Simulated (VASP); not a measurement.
Set up this calculation in VASP 6.6.1, as the native input.

```
Task                   : single point
Functional             : PBE
Potentials or basis    : VASP PAW PBE potentials, release 64 (Sc_sv, Ta_pv)
Cutoff                 : 520 eV
k mesh                 : 6 × 6 × 4
Occupations            : gaussian, width 0.1 eV
Spin                   : no spin polarisation
Dipole correction      : no
Further INCAR settings : ALGO = Fast; EDIFF = 1e-06; NBANDS = 36
```

The structure of Sc4Ta lies in POSCAR:

```
Sc4Ta
1.0
    6.0904378601      0.0000000000      0.0000000000
   -3.0452189300      5.2744739070      0.0000000000
    0.0000000000      0.0000000000      4.7641820025
Sc Ta
4 1
Direct
    0.5000000000      0.0000000000      0.0000000000
    0.0000000000      0.5000000000      0.0000000000
    0.5000000000      0.5000000000      0.0000000000
    0.0000000000      0.0000000000      0.0000000000
    0.0000000000      0.0000000000      0.5000000000
```

The cell was generated, and may not be a known phase.

The input as run:

INCAR

```
  PREC = Accurate
  ENCUT = 520
  EDIFF = 1E-6
  ISMEAR = 0
  SIGMA = 0.1
  LREAL = F
  LASPH = T
  NELM = 60
  ALGO = Fast
  ISIF = 2
  LWAVE = F
  LCHARG = T
  GGA = PE
  LELF = T
  LVHAR = T
  NBANDS = 36
```

KPOINTS

```
Automatic mesh
0
Gamma
  6 6 4
```

Potentials or basis: VASP PAW PBE potentials, release 64 (Sc_sv, Ta_pv).

Command:

```console
$ cat potpaw_PBE.64/Sc_sv/POTCAR potpaw_PBE.64/Ta_pv/POTCAR > POTCAR
$ mpirun -np 1 vasp_std > vasp.out
```

Results of the run:

| Item | Value |
| --- | --- |
| Pressure | 0.1 GPa |
| Band gap on the k mesh | zero (an odd number of electrons rules out a gap without spin polarisation) |

Caveat: spin-orbit coupling is left out, which moves the levels of the heavy elements.

Run time: 100 s on 1 thread of Intel(R) Xeon(R) 6975P-C (Granite Rapids), on a shared host, peak memory 0.33 GiB.
